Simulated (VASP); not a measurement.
Input of a VASP 6.6.1 run:

Contents of POSCAR:

```
Li2ClF
1.0
    3.4792120972      0.0000000000      0.0000000000
    0.0000000000      3.4792120972      0.0000000000
    0.0000000000      0.0000000000      4.5019920002
F Li Cl
1 2 1
Direct
    0.0000000000      0.0000000000      0.0000000000
    0.0000000000      0.0000000000      0.5000000000
    0.5000000000      0.5000000000      0.0000000000
    0.5000000000      0.5000000000      0.5000000000
```

Contents of INCAR.step1:

```
SYSTEM = Li2ClF
  PREC = Accurate
  ENCUT = 520
  EDIFF = 1E-5
  ISMEAR = 0
  SIGMA = 0.01
  LREAL = .False.
  LASPH = .True.
  NELM = 60
  ALGO = Normal
  ISIF = 2
  LWAVE = .True.
  NBANDS = 18
  GGA = PE
  KPAR = 4
```

The input INCAR.step2:

```
SYSTEM = Li2ClF
  PREC = Accurate
  ENCUT = 520
  EDIFF = 1E-6
  ISMEAR = 0
  SIGMA = 0.01
  LREAL = .False.
  LASPH = .True.
  NELM = 60
  ALGO = Normal
  ISIF = 2
  LWAVE = .False.
  LCHARG = .True.
  GGA = PE
  LHFCALC = .True.
  HFSCREEN = 0.2079
  PRECFOCK = Normal
  LVHAR = .True.
  NBANDS = 18
  ISTART = 1
  KPAR = 4
```

The input KPOINTS:

```
regular mesh
0
Gamma
  6 6 4
  0 0 0
```

Potentials or basis: VASP PAW PBE potentials, release 64 (F, Li_sv, Cl).

The run is started by

```bash
$ cat potpaw_PBE.64/F/POTCAR potpaw_PBE.64/Li_sv/POTCAR potpaw_PBE.64/Cl/POTCAR > POTCAR
$ cp INCAR.step1 INCAR
$ mpirun -np 4 vasp_std > vasp.out
$ cp INCAR.step2 INCAR
$ mpirun -np 4 vasp_std > vasp.out
```

(1) Estimate the band gap on the k mesh.

## Answers

(1) 8.20 eV.

Caveat: the cell differs from its parent crystal (epitaxial xy strain +4.1%).
